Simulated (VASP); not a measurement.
A run of VASP 6.6.1:

File INCAR:

```
SYSTEM = In6O
ALGO = Normal ; EDIFF = 1E-6
ENCUT = 600 ; GGA = PE
GGA_COMPAT = .False. ; ISIF = 2
ISMEAR = 0 ; LASPH = .True.
LCHARG = .True. ; LELF = .True.
LREAL = .False. ; LVHAR = .True.
LWAVE = .False. ; NBANDS = 51
NELM = 120 ; PREC = Accurate
SIGMA = 0.2
```

Contents of KPOINTS:

```
k-points
0
Gamma
  3 3 3
  0 0 0
```

The input POSCAR:

```
In6O
1.0
    0.0000000000      4.7717594001      4.7717594001
    4.7717594001      0.0000000000      4.7717594001
    4.7717594001      4.7717594001      0.0000000000
In O
6 1
Direct
    0.2545638324      0.7454361676      0.7454361676
    0.7454361676      0.2545638324      0.2545638324
    0.7454361676      0.2545638324      0.7454361676
    0.2545638324      0.7454361676      0.2545638324
    0.7454361676      0.7454361676      0.2545638324
    0.2545638324      0.2545638324      0.7454361676
    0.0000000000      0.0000000000      0.0000000000
```

Potentials or basis: VASP PAW PBE potentials, release 64 (In_d, O).

Launch:

```sh
$ cat potpaw_PBE.64/In_d/POTCAR potpaw_PBE.64/O/POTCAR > POTCAR
$ mpirun -np 1 vasp_std > vasp.out
```

Hardware: 1 thread of Intel Xeon 8259CL, with other jobs on the host.

Task: Estimate the wall time of this run.

Result: Run time: 3.8 min on 1 thread of Intel Xeon 8259CL, on a shared host, peak memory 0.41 GiB. Counts: scf iterations 17, k points 4.
